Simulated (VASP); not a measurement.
# Co (Fm-3m) in VASP: notebook

Runs on Co. Level: PBE. Tasks: single point.

All numbers are computed with VASP 6.6.1; they aren't measurements. Logs are shortened: lines on timing, memory, paths and dates and some standing lists are left out, and cuts for length are marked.

## Step 1: The cell of the first run

It takes space group Fm-3m (No. 225, cubic). The conventional cell has a = 3.454 Å, b = 3.454 Å, c = 3.454 Å, α = 90.00°, β = 90.00°, γ = 90.00°. Co (site symmetry m-3m) has 12 Co at 2.44 Å within 3.2 Å.

This isn't the form of Co at room conditions, which is hcp.

## Step 2: Single point, PBE, collinear spin, ferromagnetic start (10.30 Å³/atom)

Input file INCAR:

```
SYSTEM = Co
ALGO = Normal ; EDIFF = 1E-7
ENCUT = 520 ; GGA = PE
ISIF = 2 ; ISMEAR = -1
ISPIN = 2 ; LASPH = .True.
LCHARG = .False. ; LMAXMIX = 4
LORBIT = 11 ; LREAL = .False.
LWAVE = .False. ; MAGMOM = 2
NBANDS = 14 ; NELM = 150
PREC = Accurate ; SIGMA = 0.05
```

Input file KPOINTS:

```
k-points
0
Gamma
  18 18 18
  0 0 0
```

Input file POSCAR:

```
Co
1.0
    0.0000000000      1.7268776307      1.7268776307
    1.7268776307      0.0000000000      1.7268776307
    1.7268776307      1.7268776307      0.0000000000
Co
1
Direct
    0.0000000000      0.0000000000      0.0000000000
```

Potentials or basis: VASP PAW PBE potentials, release 64 (Co).

Command:

```bash
$ cat potpaw_PBE.64/Co/POTCAR > POTCAR
$ mpirun -np 1 vasp_std > vasp.out
```

OUTCAR:

```text
SYSTEM = Co
   EDIFF = 1E-7
   ENCUT = 520
   GGA = PE
   ISIF = 2
   ISMEAR = -1
   ISPIN = 2
   LASPH = .True.
   LORBIT = 11
   LREAL = .False.
   NELM = 150
   PREC = Accurate

 ion  position               nearest neighbor table
   1  0.000  0.000  0.000-

  LATTYP: Found a face centered cubic cell.
 ALAT       =     3.4537552614

  Lattice vectors:

 A1 = (   0.0000000000,   1.7268776307,   1.7268776307)
 A2 = (   1.7268776307,   0.0000000000,   1.7268776307)
 A3 = (   1.7268776307,   1.7268776307,   0.0000000000)

Analysis of symmetry for initial positions (statically):
=====================================================================
 Subroutine PRICEL returns:
 Original cell was already a primitive cell.

 Routine SETGRP: Setting up the symmetry group for a
 face centered cubic supercell.

 Subroutine GETGRP returns: Found 48 space group operations
 (whereof 48 operations were pure point group operations)
 out of a pool of 48 trial point group operations.

The static configuration has the point symmetry O_h .

Analysis of symmetry for dynamics (positions and initial velocities):
=====================================================================
 Subroutine PRICEL returns:
 Original cell was already a primitive cell.

 Routine SETGRP: Setting up the symmetry group for a
 face centered cubic supercell.

 Subroutine GETGRP returns: Found 48 space group operations
 (whereof 48 operations were pure point group operations)
 out of a pool of 48 trial point group operations.

The dynamic configuration has the point symmetry O_h .

Analysis of structural, dynamic, and magnetic symmetry:
=====================================================================
 Subroutine PRICEL returns:
 Original cell was already a primitive cell.

 Routine SETGRP: Setting up the symmetry group for a
 face centered cubic supercell.

 Subroutine GETGRP returns: Found 48 space group operations
 (whereof 48 operations were pure point group operations)
 out of a pool of 48 trial point group operations.

The overall configuration has the point symmetry O_h .

 Subroutine INISYM returns: Found 48 space group operations
 (whereof 48 operations are pure point group operations),
 and found     1 'primitive' translations

----------------------------------------------------------------------------------------

                                     Primitive cell

  volume of cell :      10.2995

  direct lattice vectors                    reciprocal lattice vectors
     0.000000000  1.726877631  1.726877631    -0.289539914  0.289539914  0.289539914
     1.726877631  0.000000000  1.726877631     0.289539914 -0.289539914  0.289539914
     1.726877631  1.726877631  0.000000000     0.289539914  0.289539914 -0.289539914

  length of vectors
     2.442173766  2.442173766  2.442173766     0.501497841  0.501497841  0.501497841

  position of ions in fractional coordinates (direct lattice)
     0.000000000  0.000000000  0.000000000

  ion indices of the primitive-cell ions
   primitive index   ion index
                 1           1

----------------------------------------------------------------------------------------

 KPOINTS: k-points

Automatic generation of k-mesh.
 Grid dimensions read from file:
 generate k-points for:   18   18   18

 Generating k-lattice:

  Cartesian coordinates                     Fractional coordinates (reciprocal lattice)
    -0.016085551  0.016085551  0.016085551     0.055555556  0.000000000  0.000000000
     0.016085551 -0.016085551  0.016085551     0.000000000  0.055555556  0.000000000
     0.016085551  0.016085551 -0.016085551     0.000000000  0.000000000  0.055555556

  Length of vectors
     0.027860991  0.027860991  0.027860991

  Shift w.r.t. Gamma in fractional coordinates (k-lattice)
     0.000000000  0.000000000  0.000000000

 Subroutine IBZKPT returns following result:
 ===========================================

 Found    195 irreducible k-points:

 Following reciprocal coordinates:
            Coordinates               Weight
  0.000000  0.000000  0.000000      1.000000
  0.055556  0.000000  0.000000      8.000000
  0.111111  0.000000  0.000000      8.000000
  0.166667  0.000000  0.000000      8.000000
  0.222222  0.000000  0.000000      8.000000
  0.277778  0.000000  0.000000      8.000000
[... 16 lines left out ...]
 -0.277778  0.055556  0.000000     24.000000
 -0.222222  0.055556  0.000000     24.000000
 [... further k-points ...]
   k-points           NKPTS =    195   k-points in BZ     NKDIM =    195   number of bands    NBANDS=     14
   number of dos      NEDOS =    301   number of ions     NIONS =      1
   total plane-waves  NPLWV =   5832
   dimension x,y,z NGX =    18 NGY =   18 NGZ =   18
   dimension x,y,z NGXF=    36 NGYF=   36 NGZF=   36
   ions per type =               1
   NGX,Y,Z   is equivalent  to a cutoff of  12.25, 12.25, 12.25 a.u.
   NGXF,Y,Z  is equivalent  to a cutoff of  24.51, 24.51, 24.51 a.u.
 SYSTEM =  Co
   PREC   = accura    normal or accurate (medium, high low for compatibility)
   ISTART =      0    job   : 0-new  1-cont  2-samecut
   ICHARG =      2    charge: 1-file 2-atom 10-const
   ISPIN  =      2    spin polarized calculation?
   LNONCOLLINEAR =      F non collinear calculations
   LSORBIT =      F    spin-orbit coupling
   LASPH  =      T    aspherical Exc in radial PAW
   ENCUT  =  520.0 eV  38.22 Ry    6.18 a.u.   4.54  4.54  4.54*2*pi/ulx,y,z
   NELM   =    150;   NELMIN=  2; NELMDL= -5     # of ELM steps
   EDIFF  = 0.1E-06   stopping-criterion for ELM
   LREAL  =      F    real-space projection
   EDIFFG = 0.1E-05   stopping-criterion for IOM
   NSW    =      0    number of steps for IOM
   IBRION =     -1    ionic relax: 0-MD 1-quasi-New 2-CG
   NFREE  =      0    steps in history (QN), initial steepest desc. (CG)
   ISIF   =      2    stress and relaxation
   ISYM   =      2    0-nonsym 1-usesym 2-fastsym
   POTIM  = 0.5000    time-step for ionic-motion
   TEBEG  =    0.0;   TEEND  =   0.0 temperature during run
   PSTRESS=    0.0 pullay stress
   NELECT =       9.0000    total number of electrons
   NUPDOWN=      -1.0000    fix difference up-down
   EMIN   =  10.00;   EMAX   =-10.00  energy-range for DOS
   EFERMI =   0.00;   METHOD = LEGACY
   ISMEAR =    -1;   SIGMA  =   0.05  broadening in eV -4-tet -1-fermi 0-gaus
   EFERMI_NEDOS =   21; number of points for ismear=-14 and -15
   IALGO  =     38    algorithm
   IMIX   =      4    mixing-type and parameters
     AMIX     =   0.40;   BMIX     =  1.00
     AMIX_MAG =   1.60;   BMIX_MAG =  1.00
  volume/ion in A,a.u.               =      10.30        69.50
  Fermi-wavevector in a.u.,A,eV,Ry     =   1.565131  2.957669 33.329320  2.449636
  Thomas-Fermi vector in A             =   2.667653
   LORBIT       =     11    0 simple, 1 ext, 2 COOP (PROOUT), +10 PAW based schemes
   GGA     = PE    functional components
   LHFCALC =     F    Hartree Fock is set to
   AEXX    =    0.0000 exact exchange contribution
   IVDW    =     0    specifies the selected vdW correction
   LEPSILON=     F    determine dielectric tensor
   LRPA    =     F    only Hartree local field effects (RPA)
 spin polarized calculation
  energy-cutoff  :      520.00
  volume of cell :       10.30
 maximum number of plane-waves:       291
   NGX =  9   NGY =  9   NGZ =  9

 number of electron       8.9999992 magnetization       1.6059094

 Free energy of the ion-electron system (eV)
  ---------------------------------------------------
  ext. energy  EPLUGINS =         0.00000000
  ---------------------------------------------------
  free energy    TOTEN  =        -7.00293002 eV

  energy without entropy =       -6.99415825  energy(sigma->0) =       -6.99854413

 E-fermi :  11.1037     XC(G=0): -13.7139

 val. band max:       11.1036623127   @ k =   0.2778   0.2222   0.0000
 cond. band min:      11.1079886468   @ k =  -0.3889   0.3333   0.1667
 fundamental gap:      0.0043263341
 Fermi energy:        11.1036793491

 spin component 1

 k-point     1 :       0.0000    0.0000    0.0000
  band No.  band energies     occupation
      1       1.7825      1.00000
      2       8.3105      1.00000
      3       8.3105      1.00000
      4       8.3105      1.00000
      5       9.4673      1.00000
      6       9.4673      1.00000
      7      34.5826      0.00000
      8      39.3366      0.00000
      9      39.3366      0.00000
     10      39.3366      0.00000
     11      42.7948      0.00000
     12      42.7948      0.00000
     13      42.7948      0.00000
     14      45.0630      0.00000

 k-point     2 :       0.0556    0.0000    0.0000
  band No.  band energies     occupation
      1       1.9105      1.00000
      2       8.2725      1.00000
      3       8.3429      1.00000
      4       8.3429      1.00000
      5       9.4530      1.00000
      6       9.4530      1.00000
      7      34.3545      0.00000
      8      37.7916      0.00000
      9      39.1363      0.00000
     10      39.1363      0.00000
     11      43.1078      0.00000
     12      43.1078      0.00000
     13      43.4566      0.00000
     14      46.1502      0.00000
[... 343 lines left out ...]
      1       4.8225      1.00000
      2       8.0260      1.00000
      3       8.4120      1.00000
      4       8.4760      1.00000
      5       9.6589      1.00000
      6      10.0823      1.00000
      7      24.2433      0.00000
      8      33.2766      0.00000
      9      36.5132      0.00000
     10      39.4307      0.00000
     11      40.5326      0.00000
     12      42.0602      0.00000
     13      46.1067      0.00000
     14      47.4002      0.00000

 k-point    24 :      -0.2222    0.0556    0.0000
  band No.  band energies     occupation
      1       4.0333      1.00000
      2       7.8881      1.00000
      3       8.5074      1.00000
      4       8.5666      1.00000
      5       9.4173      1.00000
      6       9.8073      1.00000
      7      26.9253      0.00000
      8      33.6713      0.00000
      9      37.1394      0.00000
     10      39.6678      0.00000
     11      41.9250      0.00000
     12      41.9585      0.00000
     13      46.4579      0.00000
     14      47.1518      0.00000

 [... further k-points ...]

 spin component 2

 k-point     1 :       0.0000    0.0000    0.0000
  band No.  band energies     occupation
      1       1.8150      1.00000
      2       9.8631      1.00000
      3       9.8631      1.00000
      4       9.8631      1.00000
      5      11.4036      0.00248
      6      11.4036      0.00248
      7      34.2972      0.00000
      8      39.4872      0.00000
      9      39.4872      0.00000
     10      39.4872      0.00000
     11      43.1209      0.00000
     12      43.1209      0.00000
     13      43.1209      0.00000
     14      44.8056      0.00000

 k-point     2 :       0.0556    0.0000    0.0000
  band No.  band energies     occupation
      1       1.9435      1.00000
      2       9.8149      1.00000
      3       9.8984      1.00000
      4       9.8984      1.00000
      5      11.3860      0.00352
      6      11.3860      0.00352
      7      34.1320      0.00000
      8      37.9264      0.00000
      9      39.3209      0.00000
     10      39.3209      0.00000
     11      43.3932      0.00000
     12      43.3932      0.00000
     13      43.5751      0.00000
     14      46.1469      0.00000
[... 343 lines left out ...]
      1       5.0386      1.00000
      2       9.1869      1.00000
      3      10.0521      1.00000
      4      10.1433      1.00000
      5      11.4791      0.00055
      6      11.9203      0.00000
      7      24.7607      0.00000
      8      33.2863      0.00000
      9      36.6741      0.00000
     10      39.8014      0.00000
     11      40.8008      0.00000
     12      42.2076      0.00000
     13      46.3745      0.00000
     14      50.5499      0.00000

 k-point    24 :      -0.2222    0.0556    0.0000
  band No.  band energies     occupation
      1       4.1275      1.00000
      2       9.2296      1.00000
      3      10.1311      1.00000
      4      10.2082      1.00000
      5      11.2539      0.04720
      6      11.6734      0.00001
      7      27.3412      0.00000
      8      33.7135      0.00000
      9      37.2724      0.00000
     10      39.9785      0.00000
     11      42.0166      0.00000
     12      42.2017      0.00000
     13      46.5666      0.00000
     14      48.6980      0.00000

 [... further k-points ...]
[... 5 lines left out ...]
  --------------------------------------------------------------------------------------
  -------------------------------------------------------------------------------------
  Total        0.8362011      0.8362011      0.8362011      0.0000000      0.0000000     -0.0000000
  in kB      130.0788380    130.0788380    130.0788380      0.0000000      0.0000000     -0.0000000
  external PRESSURE =     130.0788380 kB  Pullay stress =       0.0000000 kB

 VOLUME and BASIS-vectors are now :
 -----------------------------------------------------------------------------
  energy-cutoff  :      520.00
  volume of cell :       10.30
      direct lattice vectors                 reciprocal lattice vectors
     0.000000000  1.726877631  1.726877631    -0.289539914  0.289539914  0.289539914
     1.726877631  0.000000000  1.726877631     0.289539914 -0.289539914  0.289539914
     1.726877631  1.726877631  0.000000000     0.289539914  0.289539914 -0.289539914

 POSITION                                       TOTAL-FORCE (eV/Angst)
 -----------------------------------------------------------------------------------
      0.00000      0.00000      0.00000         0.000000      0.000000      0.000000
 -----------------------------------------------------------------------------------
    total drift:                                0.000000      0.000000      0.000000

  FREE ENERGIE OF THE ION-ELECTRON SYSTEM (eV)
  ---------------------------------------------------
  free  energy   TOTEN  =        -7.0029300175 eV

  energy  without entropy=       -6.9941582467  energy(sigma->0) =       -6.99854413

 total charge

# of ion       s       p       d       tot
------------------------------------------
    1        0.513   0.571   7.295   8.379

 magnetization (x)

# of ion       s       p       d       tot
------------------------------------------
    1       -0.013  -0.048   1.674   1.613
```

Run time: 1.8 min. Hardware: 1 thread of Intel Xeon 8259CL, shared host; peak memory 0.16 GiB.

What came out:

| Property | Result |
| --- | --- |
| Free energy | -7.0029 eV |
| Pressure | 13.0 GPa |
| Net moment | 1.61 μB per cell |
| Site moments | Co +1.61 μB |
| Valence electrons inside the program's atomic spheres | Co 8.38 |

Levels at points of the mesh, in eV from the Fermi level:
Spin up:
| k point | band 3 | band 4 | band 5 | band 6 | band 7 | band 8 |
| --- | --- | --- | --- | --- | --- | --- |
| (0.00, 0.00, 0.00) | -2.79 | -2.79 | -1.64 | -1.64 | 23.48 | 28.23 |
| (0.50, 0.00, 0.00) | -2.92 | -0.68 | -0.68 | -0.32 | 6.61 | 22.02 |
| (0.50, 0.50, 0.00) | -0.78 | -0.40 | -0.40 | 2.62 | 10.13 | 15.44 |
Spin down:
```csv
k point,band 1,band 2,band 3,band 4,band 5,band 6,band 7,band 8
"(0.00, 0.00, 0.00)",-9.29,-1.24,-1.24,-1.24,0.30,0.30,23.19,28.38
"(0.50, 0.00, 0.00)",-4.56,-1.27,-1.27,-0.34,1.20,1.20,7.61,21.75
"(0.50, 0.50, 0.00)",-4.42,-3.66,1.24,1.40,1.40,2.66,11.04,15.62
```

Caveat: the cell stands under pressure.

## Step 3: Single point, PBE, collinear spin, ferromagnetic start (10.57 Å³/atom)

This run uses another cell than the first one, of 10.57 Å³/atom.

Input file INCAR:

```
PREC = Accurate
ENCUT = 520
EDIFF = 1E-6
ISMEAR = -1
SIGMA = 0.05
LREAL = False
LASPH = True
NELM = 150
ALGO = Normal
ISIF = 2
LWAVE = False
LCHARG = False
ISPIN = 2
MAGMOM = 2
LORBIT = 11
LMAXMIX = 4
GGA = PE
NBANDS = 14
```

Input file KPOINTS:

```
regular mesh
0
Gamma
  18 18 18
```

Input file POSCAR:

```
Co
1.0
    0.0000000000      1.7418947116      1.7418947116
    1.7418947116      0.0000000000      1.7418947116
    1.7418947116      1.7418947116      0.0000000000
Co
1
Direct
    0.0000000000      0.0000000000      0.0000000000
```

Potentials or basis: VASP PAW PBE potentials, release 64 (Co).

Command:

```bash
$ cat potpaw_PBE.64/Co/POTCAR > POTCAR
$ mpirun -np 1 vasp_std > vasp.out
```

Wall time 92 s (1 thread of Intel Xeon 8259CL, shared host); peak memory 0.16 GiB.

The run converged. Its results:

| Item | Value |
| --- | --- |
| Free energy | -7.0191 eV |
| Pressure | 6.3 GPa |
| Net moment | 1.62 μB per cell |
| Site moments | Co +1.63 μB |
| Valence electrons inside the program's atomic spheres | Co 8.32 |

Levels at points of the mesh, in eV from the Fermi level:
Spin up:
```
           k point  band 2  band 3  band 4  band 5  band 6  band 7  band 8  band 9
(0.00, 0.00, 0.00)   -2.76   -2.76   -2.76   -1.66   -1.66   23.26   27.81   27.81
(0.50, 0.00, 0.00)   -2.89   -2.89   -0.73   -0.73   -0.31    6.36   21.81   25.38
(0.50, 0.50, 0.00)   -4.78   -0.84   -0.46   -0.46    2.57    9.85   15.16   15.16
```
Spin down:
```tsv
k point	band 2	band 3	band 4	band 5	band 6	band 7
(0.00, 0.00, 0.00)	-1.20	-1.20	-1.20	0.30	0.30	22.96
(0.50, 0.00, 0.00)	-1.22	-1.22	-0.34	1.16	1.16	7.37
(0.50, 0.50, 0.00)	-3.53	1.21	1.35	1.35	2.59	10.76
```

Caveat: the cell stands under pressure.

## Step 4: Single point, PBE, collinear spin, ferromagnetic start (11.11 Å³/atom)

This run uses another cell than the first one, of 11.11 Å³/atom.

Input file INCAR:

```
SYSTEM = Co
ALGO = Normal
EDIFF = 1E-6
ENCUT = 520
GGA = PE
ISIF = 2
ISMEAR = -1
ISPIN = 2
LASPH = .True.
LCHARG = .False.
LMAXMIX = 4
LORBIT = 11
LREAL = .False.
LWAVE = .False.
MAGMOM = 2
NBANDS = 14
NELM = 150
PREC = Accurate
SIGMA = 0.05
```

Input file KPOINTS:

```
k-points
0
Gamma
  18 18 18
  0 0 0
```

Input file POSCAR:

```
Co
1.0
    0.0000000000      1.7711757219      1.7711757219
    1.7711757219      0.0000000000      1.7711757219
    1.7711757219      1.7711757219      0.0000000000
Co
1
Direct
    0.0000000000      0.0000000000      0.0000000000
```

Command:

```bash
$ cat potpaw_PBE.64/Co/POTCAR > POTCAR
$ mpirun -np 1 vasp_std > vasp.out
```

It took 1.8 min on 1 thread of Intel Xeon 8259CL, shared host; peak memory 0.17 GiB.

Results (log left out):

- Free energy: -7.0209 eV
- Pressure: -4.7 GPa
- Net moment: 1.64 μB per cell
- Site moments: Co +1.66 μB
- Valence electrons inside the program's atomic spheres: Co 8.23

Levels at points of the mesh, in eV from the Fermi level:
Spin up:
| k point | band 2 | band 3 | band 4 | band 5 | band 6 | band 7 | band 8 | band 9 |
| --- | --- | --- | --- | --- | --- | --- | --- | --- |
| (0.00, 0.00, 0.00) | -2.69 | -2.69 | -2.69 | -1.70 | -1.70 | 22.83 | 26.99 | 26.99 |
| (0.50, 0.00, 0.00) | -2.82 | -2.82 | -0.83 | -0.83 | -0.28 | 5.91 | 21.40 | 24.45 |
| (0.50, 0.50, 0.00) | -4.56 | -0.94 | -0.57 | -0.57 | 2.46 | 9.32 | 14.64 | 14.64 |
Spin down:
| k point | band 1 | band 2 | band 3 | band 4 | band 5 | band 6 | band 7 | band 8 | band 9 |
| --- | --- | --- | --- | --- | --- | --- | --- | --- | --- |
| (0.00, 0.00, 0.00) | -8.88 | -1.12 | -1.12 | -1.12 | 0.29 | 0.29 | 22.50 | 27.14 | 27.14 |
| (0.50, 0.00, 0.00) | -4.20 | -1.12 | -1.12 | -0.34 | 1.08 | 1.08 | 6.91 | 21.09 | 24.76 |
| (0.50, 0.50, 0.00) | -3.99 | -3.29 | 1.14 | 1.25 | 1.25 | 2.46 | 10.22 | 14.79 | 14.79 |

Caveat: the cell stands under tension.

(Continued in part 2 of 2.)
